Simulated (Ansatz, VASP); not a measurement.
# One calculation of PbSe, two programs

```
CELL_PARAMETERS angstrom
0.00000 2.72820 3.85768
2.72820 0.00000 3.85768
2.72820 2.72820 0.00000
ATOMIC_POSITIONS crystal
Pb 0.00000 0.00000 0.00000
Se 0.50000 0.50000 0.50000
```

Alike in both runs: task single point; functional r2SCAN; k mesh 10 × 10 × 10; occupations gaussian, width 0.05 eV; no spin polarisation.

|  | VASP | Ansatz |
| --- | --- | --- |
| version | VASP 6.6.1 | Ansatz 0.2.0 |
| potentials or method | VASP PAW PBE potentials, release 64 (Pb_d, Se), cutoff 520 eV | scalar-relativistic, plane waves, PAW |
| valence electrons in the cell | 20 | 30 |

```tsv
	VASP	Ansatz	Ansatz less VASP
gap on the k mesh at the Fermi level (eV)	none	none	-
pressure (GPa)	15.4	15.3	-0.05
traceless stress, the component that is largest in VASP (GPa)	-19.48	-19.40	+0.081
```

VASP's potentials were made for PBE, not for r2SCAN. A gap of «none» marks a metal or a gap that the smearing closes. VASP's potentials hold 20 valence electrons a cell and Ansatz's 30, so a difference there can come from the potentials and not from the codes.

Neither program's run includes spin-orbit coupling.
